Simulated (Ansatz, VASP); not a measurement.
This is a calculation of CaO for VASP 6.6.1.

Contents of INCAR:

```
SYSTEM = CaO
  ALGO = Normal
  EDIFF = 1E-7
  ENCUT = 520
  GGA = PE
  ISIF = 2
  ISMEAR = -1
  LASPH = .TRUE.
  LCHARG = .FALSE.
  LREAL = .FALSE.
  LWAVE = .FALSE.
  NBANDS = 15
  NELM = 60
  PREC = Accurate
  SIGMA = 0.05
```

File KPOINTS:

```
k-points
0
G
  10 10 10
  0 0 0
```

File POSCAR:

```
CaO
1.0
    0.0000000000      2.4351850560      2.4351850560
    2.4351850560      0.0000000000      2.4351850560
    2.4351850560      2.4351850560      0.0000000000
Ca O
1 1
Direct
    0.0000000000      0.0000000000      0.0000000000
    0.5000000000      0.5000000000      0.5000000000
```

Potentials or basis: VASP PAW PBE potentials, release 64 (Ca_sv, O).

Launch:

```bash
$ cat potpaw_PBE.64/Ca_sv/POTCAR potpaw_PBE.64/O/POTCAR > POTCAR
$ mpirun -np 1 vasp_std > vasp.out
```

Task: Translate it to Ansatz 0.2.0. Potentials there: all-electron LAPW, scalar-relativistic.

Result: As run (the cutoff follows the program's own potentials):

The input input.yaml:

```yaml
crystal:
  lattice:
    - [0.0, 2.435185056, 2.435185056]
    - [2.435185056, 0.0, 2.435185056]
    - [2.435185056, 2.435185056, 0.0]
  atoms:
    - { symbol: Ca, position: [0.0, 0.0, 0.0] }
    - { symbol: O, position: [0.5, 0.5, 0.5] }
kpoints:
  mp_grid: { grid: [10, 10, 10] }
scf:
  occupations: { method: fermi_dirac, width: 0.05 }
hamiltonian:
  xc: pbe
  pseudopotentials: { kind: all_electron, lapw: { basis_error: 0.0005 } }
output:
  forces: true
  stress: true
  eigenvalues: true
```

Potentials or basis: all-electron LAPW, scalar-relativistic.

Run with:

```console
$ ansatz run input.yaml --threads 1 --pin off --max-ram 3072MiB --backend cpu --events-out ev --progress --plain --runs-dir out
```

Both were run:

|  | VASP | Ansatz | Ansatz less VASP |
| --- | --- | --- | --- |
| gap on the k mesh at the Fermi level (eV) | 3.64 | 3.66 | +0.015 |
| least direct gap on the mesh (eV) | 4.02 | 4.04 | +0.014 |
| pressure (GPa) | -2.0 | -2.4 | -0.49 |

Ansatz ran all-electron here, and VASP with PAW potentials.
